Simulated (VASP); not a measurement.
# Se (P3_121) in VASP: notebook

Se is run at these levels: LDA; tasks: single point, relaxation of cell and atoms.

Everything below comes from runs of VASP 6.6.1. Logs are shortened: lines on timing, memory, paths and dates and some standing lists are left out, and cuts for length are marked.

### 1 The cell of the first run

It takes space group P3_121 (No. 152, trigonal). Conventional cell: a = 3.950 Å, b = 3.950 Å, c = 5.117 Å, α = 90.00°, β = 90.00°, γ = 120.00°. Within 3.2 Å of Se (site symmetry 2) lie 6 Se at 2.44 to 3.10 Å.

### 2 Single point, LDA

File INCAR:

```
PREC = Accurate
ENCUT = 520
EDIFF = 1E-6
ISMEAR = 0
SIGMA = 0.02
LREAL = F
LASPH = T
NELM = 100
ALGO = Normal
ISIF = 2
LWAVE = F
LCHARG = T
LELF = T
LVHAR = T
NBANDS = 16
```

File KPOINTS:

```
regular mesh
0
Gamma
  12 12 8
```

File POSCAR:

```
Se
1.0
    3.9495881601      0.0000000000      0.0000000000
   -1.9747940801      3.4204436812      0.0000000000
    0.0000000000      0.0000000000      5.1169329699
Se
3
Direct
    0.2553198013      0.0000000000      0.3333333333
    0.0000000000      0.2553198013      0.6666666667
    0.7446801987      0.7446801987      0.0000000000
```

Potentials or basis: VASP PAW LDA potentials, release 64 (Se).

The run is started by

```
cat potpaw_LDA.64/Se/POTCAR > POTCAR
mpirun -np 1 vasp_std > vasp.out
```

OUTCAR:

```text
PREC = Accurate
   ENCUT = 520
   EDIFF = 1E-6
   ISMEAR = 0
   LREAL = F
   LASPH = T
   NELM = 100
   ISIF = 2

 ion  position               nearest neighbor table
   1  0.255  0.000  0.333-   3 2.44   2 2.44
   2  0.000  0.255  0.667-   3 2.44   1 2.44
   3  0.745  0.745  0.000-   1 2.44   2 2.44

  LATTYP: Found a hexagonal cell.
 ALAT       =     3.9495881601
 C/A-ratio  =     1.2955611478

  Lattice vectors:

 A1 = (   3.9495881601,   0.0000000000,   0.0000000000)
 A2 = (  -1.9747940801,   3.4204436812,   0.0000000000)
 A3 = (   0.0000000000,   0.0000000000,   5.1169329699)

Analysis of symmetry for initial positions (statically):
=====================================================================
 Subroutine PRICEL returns:
 Original cell was already a primitive cell.

 Routine SETGRP: Setting up the symmetry group for a
 hexagonal supercell.

 Subroutine GETGRP returns: Found  6 space group operations
 (whereof  2 operations were pure point group operations)
 out of a pool of 24 trial point group operations.

The static configuration has the point symmetry C_2 .
 The point group associated with its full space group is D_3 .

Analysis of symmetry for dynamics (positions and initial velocities):
=====================================================================
 Subroutine PRICEL returns:
 Original cell was already a primitive cell.

 Routine SETGRP: Setting up the symmetry group for a
 hexagonal supercell.

 Subroutine GETGRP returns: Found  6 space group operations
 (whereof  2 operations were pure point group operations)
 out of a pool of 24 trial point group operations.

The dynamic configuration has the point symmetry C_2 .
 The point group associated with its full space group is D_3 .

 Subroutine INISYM returns: Found  6 space group operations
 (whereof  2 operations are pure point group operations),
 and found     1 'primitive' translations

----------------------------------------------------------------------------------------

                                     Primitive cell

  volume of cell :      69.1264

  direct lattice vectors                    reciprocal lattice vectors
     3.949588160  0.000000000  0.000000000     0.253190955  0.146179866  0.000000000
    -1.974794080  3.420443681  0.000000000     0.000000000  0.292359733  0.000000000
     0.000000000  0.000000000  5.116932970     0.000000000  0.000000000  0.195429568

  length of vectors
     3.949588160  3.949588160  5.116932970     0.292359733  0.292359733  0.195429568

  position of ions in fractional coordinates (direct lattice)
     0.255319801  0.000000000  0.333333333
     0.000000000  0.255319801  0.666666667
     0.744680199  0.744680199  0.000000000

  ion indices of the primitive-cell ions
   primitive index   ion index
                 1           1
                 2           2
                 3           3

----------------------------------------------------------------------------------------

 KPOINTS: regular mesh

Automatic generation of k-mesh.
 Grid dimensions read from file:
 generate k-points for:   12   12    8

 Generating k-lattice:

  Cartesian coordinates                     Fractional coordinates (reciprocal lattice)
     0.021099246  0.012181656  0.000000000     0.083333333  0.000000000  0.000000000
     0.000000000  0.024363311  0.000000000     0.000000000  0.083333333  0.000000000
     0.000000000  0.000000000  0.024428696     0.000000000  0.000000000  0.125000000

  Length of vectors
     0.024363311  0.024363311  0.024428696

  Shift w.r.t. Gamma in fractional coordinates (k-lattice)
     0.000000000  0.000000000  0.000000000

 Subroutine IBZKPT returns following result:
 ===========================================

 Found    131 irreducible k-points:

 Following reciprocal coordinates:
            Coordinates               Weight
  0.000000  0.000000  0.000000      1.000000
  0.083333 -0.000000  0.000000      6.000000
  0.166667 -0.000000  0.000000      6.000000
  0.250000 -0.000000  0.000000      6.000000
  0.333333 -0.000000  0.000000      6.000000
  0.416667 -0.000000  0.000000      6.000000
[... 16 lines left out ...]
  0.166667 -0.000000  0.125000      6.000000
  0.000000  0.166667  0.125000      6.000000
 [... further k-points ...]
   k-points           NKPTS =    131   k-points in BZ     NKDIM =    131   number of bands    NBANDS=     16
   number of dos      NEDOS =    301   number of ions     NIONS =      3
   total plane-waves  NPLWV =  36000
   dimension x,y,z NGX =    30 NGY =   30 NGZ =   40
   dimension x,y,z NGXF=    60 NGYF=   60 NGZF=   80
   ions per type =               3
   NGX,Y,Z   is equivalent  to a cutoff of  12.63, 12.63, 13.00 a.u.
   NGXF,Y,Z  is equivalent  to a cutoff of  25.26, 25.26, 25.99 a.u.
 SYSTEM =  unknown system
   PREC   = accura    normal or accurate (medium, high low for compatibility)
   ISTART =      0    job   : 0-new  1-cont  2-samecut
   ICHARG =      2    charge: 1-file 2-atom 10-const
   ISPIN  =      1    spin polarized calculation?
   LNONCOLLINEAR =      F non collinear calculations
   LSORBIT =      F    spin-orbit coupling
   LASPH  =      T    aspherical Exc in radial PAW
   ENCUT  =  520.0 eV  38.22 Ry    6.18 a.u.   7.34  7.34  9.51*2*pi/ulx,y,z
   NELM   =    100;   NELMIN=  2; NELMDL= -5     # of ELM steps
   EDIFF  = 0.1E-05   stopping-criterion for ELM
   LREAL  =      F    real-space projection
   EDIFFG = 0.1E-04   stopping-criterion for IOM
   NSW    =      0    number of steps for IOM
   IBRION =     -1    ionic relax: 0-MD 1-quasi-New 2-CG
   NFREE  =      0    steps in history (QN), initial steepest desc. (CG)
   ISIF   =      2    stress and relaxation
   ISYM   =      2    0-nonsym 1-usesym 2-fastsym
   POTIM  = 0.5000    time-step for ionic-motion
   TEBEG  =    0.0;   TEEND  =   0.0 temperature during run
   PSTRESS=    0.0 pullay stress
   NELECT =      18.0000    total number of electrons
   NUPDOWN=      -1.0000    fix difference up-down
   EMIN   =  10.00;   EMAX   =-10.00  energy-range for DOS
   EFERMI =   0.00;   METHOD = LEGACY
   ISMEAR =     0;   SIGMA  =   0.02  broadening in eV -4-tet -1-fermi 0-gaus
   EFERMI_NEDOS =   21; number of points for ismear=-14 and -15
   IALGO  =     38    algorithm
   IMIX   =      4    mixing-type and parameters
     AMIX     =   0.40;   BMIX     =  1.00
     AMIX_MAG =   1.60;   BMIX_MAG =  1.00
  volume/ion in A,a.u.               =      23.04       155.50
  Fermi-wavevector in a.u.,A,eV,Ry     =   1.045404  1.975528 14.869405  1.092870
  Thomas-Fermi vector in A             =   2.180199
   LORBIT       =      0    0 simple, 1 ext, 2 COOP (PROOUT), +10 PAW based schemes
   GGA     = CA    functional components
   LHFCALC =     F    Hartree Fock is set to
   AEXX    =    0.0000 exact exchange contribution
   IVDW    =     0    specifies the selected vdW correction
   LEPSILON=     F    determine dielectric tensor
   LRPA    =     F    only Hartree local field effects (RPA)
 non-spin polarized calculation
 Gauss-broadening in eV      SIGMA  =   0.02
  energy-cutoff  :      520.00
  volume of cell :       69.13
 maximum number of plane-waves:      1892
 NGX is ok and might be reduce to    30
   NGX = 15   NGY = 15   NGZ = 19

 number of electron      18.0000000 magnetization

 Free energy of the ion-electron system (eV)
  ---------------------------------------------------
  ext. energy  EPLUGINS =         0.00000000
  ---------------------------------------------------
  free energy    TOTEN  =       -12.47792904 eV

  energy without entropy =      -12.47792904  energy(sigma->0) =      -12.47792904

 E-fermi :   4.5693     XC(G=0): -10.0072

 val. band max:        4.4467048150   @ k =   0.3333   0.3333   0.5000
 cond. band min:       4.7316500440   @ k =   0.3333   0.3333   0.5000
 fundamental gap:      0.2849452291
 Fermi energy:         4.5692609664

 k-point     1 :       0.0000    0.0000    0.0000
  band No.  band energies     occupation
      1     -11.9258      2.00000
      2      -7.7200      2.00000
      3      -7.7200      2.00000
      4       0.6677      2.00000
      5       1.0045      2.00000
      6       1.0045      2.00000
[... 8 lines left out ...]
     15      11.4483      0.00000
     16      12.6252      0.00000

 k-point     2 :       0.0833   -0.0000    0.0000
  band No.  band energies     occupation
      1     -11.8713      2.00000
      2      -7.7372      2.00000
      3      -7.7039      2.00000
      4       0.2133      2.00000
      5       0.7196      2.00000
      6       0.9617      2.00000
[... 8 lines left out ...]
     15      11.7463      0.00000
     16      12.5106      0.00000

 k-point     3 :       0.1667   -0.0000    0.0000
  band No.  band energies     occupation
      1     -11.7127      2.00000
      2      -7.8031      2.00000
      3      -7.6585      2.00000
      4      -0.5139      2.00000
      5       0.2540      2.00000
      6       0.7329      2.00000
[... 8 lines left out ...]
     15      12.2058      0.00000
     16      12.7227      0.00000

 k-point     4 :       0.2500   -0.0000    0.0000
  band No.  band energies     occupation
      1     -11.4664      2.00000
      2      -7.9474      2.00000
      3      -7.5928      2.00000
      4      -1.0774      2.00000
      5      -0.1888      2.00000
      6       0.4527      2.00000
[... 8 lines left out ...]
     15      12.6604      0.00000
     16      13.4007      0.00000
[... 324 lines left out ...]
 k-point    22 :       0.0000    0.0833    0.1250
  band No.  band energies     occupation
      1     -11.7992      2.00000
      2      -8.5932      2.00000
      3      -6.8378      2.00000
      4       0.2915      2.00000
      5       0.4263      2.00000
      6       1.1216      2.00000
[... 8 lines left out ...]
     15      11.8371      0.00000
     16      12.2295      0.00000

 k-point    23 :       0.1667   -0.0000    0.1250
  band No.  band energies     occupation
      1     -11.6430      2.00000
      2      -8.5297      2.00000
      3      -6.9593      2.00000
      4      -0.4444      2.00000
      5       0.4103      2.00000
      6       0.8008      2.00000
[... 8 lines left out ...]
     15      11.9706      0.00000
     16      12.3153      0.00000

 k-point    24 :       0.0000    0.1667    0.1250
  band No.  band energies     occupation
      1     -11.6410      2.00000
      2      -8.5626      2.00000
      3      -6.8995      2.00000
      4      -0.4502      2.00000
      5      -0.0530      2.00000
      6       0.8389      2.00000
[... 8 lines left out ...]
     15      12.2373      0.00000
     16      12.9257      0.00000

 [... further k-points ...]

------------------------ aborting loop because EDIFF is reached ----------------------------------------

  FORCE on cell =-STRESS in cart. coord.  units (eV):
  Direction    XX          YY          ZZ          XY          YZ          ZX
  --------------------------------------------------------------------------------------
  -------------------------------------------------------------------------------------
  Total        0.0611657      0.0611657      0.1470825     -0.0000000     -0.0000000     -0.0000000
  in kB        1.4176676      1.4176676      3.4090049     -0.0000000     -0.0000000     -0.0000000
  external PRESSURE =       2.0814467 kB  Pullay stress =       0.0000000 kB

 VOLUME and BASIS-vectors are now :
 -----------------------------------------------------------------------------
  energy-cutoff  :      520.00
  volume of cell :       69.13
      direct lattice vectors                 reciprocal lattice vectors
     3.949588160  0.000000000  0.000000000     0.253190955  0.146179866  0.000000000
    -1.974794080  3.420443681  0.000000000     0.000000000  0.292359733  0.000000000
     0.000000000  0.000000000  5.116932970     0.000000000  0.000000000  0.195429568

 POSITION                                       TOTAL-FORCE (eV/Angst)
 -----------------------------------------------------------------------------------
      1.00841      0.00000      1.70564         0.034077     -0.000000      0.000000
     -0.50420      0.87331      3.41129        -0.017038      0.029511     -0.000000
      1.47059      2.54714      0.00000        -0.017038     -0.029511     -0.000000
 -----------------------------------------------------------------------------------
    total drift:                               -0.000000     -0.000000      0.000000

  FREE ENERGIE OF THE ION-ELECTRON SYSTEM (eV)
  ---------------------------------------------------
  free  energy   TOTEN  =       -12.4779290383 eV

  energy  without entropy=      -12.4779290383  energy(sigma->0) =      -12.47792904
```

It took 3 min on 1 thread of Intel Xeon 8259CL, shared host; peak memory 0.23 GiB.

Results:

```
Free energy            : -12.4779 eV
Pressure               : 0.2 GPa
Largest force          : 0.034 eV/Å
Band gap on the k mesh : 0.28 eV
```

Forces on the atoms (eV/Å):
```
Se   0.034  0.000  0.000
Se  -0.017  0.030  0.000
Se  -0.017 -0.030  0.000
```

Stress tensor (GPa, compression positive):
```
0.14 0.00 0.00
0.00 0.14 0.00
0.00 0.00 0.34
```

Levels at points of the mesh, in eV from the valence-band top:
```
           k point  band 5  band 6  band 7  band 8  band 9  band 10  band 11  band 12  band 13  band 14
(0.00, 0.00, 0.00)   -3.44   -3.44   -1.99   -1.99   -0.71     1.32     1.32     1.98     6.17     6.17
(0.50, 0.00, 0.00)   -5.28   -4.13   -4.01   -1.47   -1.02     1.22     1.41     3.91     4.35     8.73
(0.00, 0.00, 0.50)   -3.19   -3.19   -1.53   -1.35   -1.35     0.72     0.72     0.73     5.25     6.78
(0.50, 0.00, 0.50)   -4.52   -4.43   -2.76   -2.28   -0.19     1.10     2.38     2.99     5.73     6.96
```

Caveat: semilocal functionals underestimate gaps, and a narrow one can read as zero.

[end of part 1 of 2]
